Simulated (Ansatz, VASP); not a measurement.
Two plane-wave programs on FeO

INCAR

```
PREC = Accurate
ENCUT = 600
EDIFF = 1E-6
ISMEAR = -1
SIGMA = 0.05
LREAL = False
LASPH = True
NELM = 200
ALGO = Normal
ISIF = 2
LWAVE = False
LCHARG = True
ISPIN = 2
MAGMOM = 3 0
LORBIT = 11
LMAXMIX = 4
GGA = PE
LELF = True
LVHAR = True
NBANDS = 18
GGA_COMPAT = False
```

Contents of KPOINTS:

```
regular mesh
0
Gamma
  11 11 11
```

File POSCAR:

```
FeO
1.0
    0.0000000000      2.1409339512      2.1409339512
    2.1409339512      0.0000000000      2.1409339512
    2.1409339512      2.1409339512      0.0000000000
Fe O
1 1
Direct
    0.0000000000      0.0000000000      0.0000000000
    0.5000000000      0.5000000000      0.5000000000
```

input.yaml

```yaml
crystal:
  lattice:
    - [0.0, 2.1409339512, 2.1409339512]
    - [2.1409339512, 0.0, 2.1409339512]
    - [2.1409339512, 2.1409339512, 0.0]
  atoms:
    - { symbol: Fe, position: [0.0, 0.0, 0.0], spin: 3.0 }
    - { symbol: O, position: [0.5, 0.5, 0.5] }
hamiltonian:
  xc: pbe
  pseudopotentials: { kind: paw }
magnetization:
  spin_polarized: true
kpoints:
  mp_grid: { grid: [11, 11, 11] }
scf:
  occupations: { method: fermi_dirac, width: 0.05 }
output:
  forces: true
  stress: true
  eigenvalues: true
```

Alike in both runs: task single point; functional PBE; k mesh 11 × 11 × 11; occupations fermi-dirac, width 0.05 eV; collinear spin.

```csv
,VASP,Ansatz
version,VASP 6.6.1,Ansatz 0.2.0
potentials or method,"VASP PAW PBE potentials, release 64 (Fe, O)",Ansatz PAW
plane-wave cutoff (eV),600,420
valence electrons in the cell,14,22
```

VASP gave:

- gap on the k mesh at the Fermi level (eV): none
- pressure (GPa): 3.6
- net moment per atom (μB): 2.00
- size of the moment on the site where the two differ most (μB): 3.62

Task: Estimate Ansatz's values.

Result: gap on the k mesh at the Fermi level (eV): none; pressure (GPa): 3.7; net moment per atom (μB): 2.00; size of the moment on the site where the two differ most (μB): 3.44.

Site moments also hang on the region over which each program counts them. A gap of «none» marks a metal or a gap that the smearing closes. VASP's potentials hold 14 valence electrons a cell and Ansatz's 22, so a difference there can come from the potentials and not from the codes.
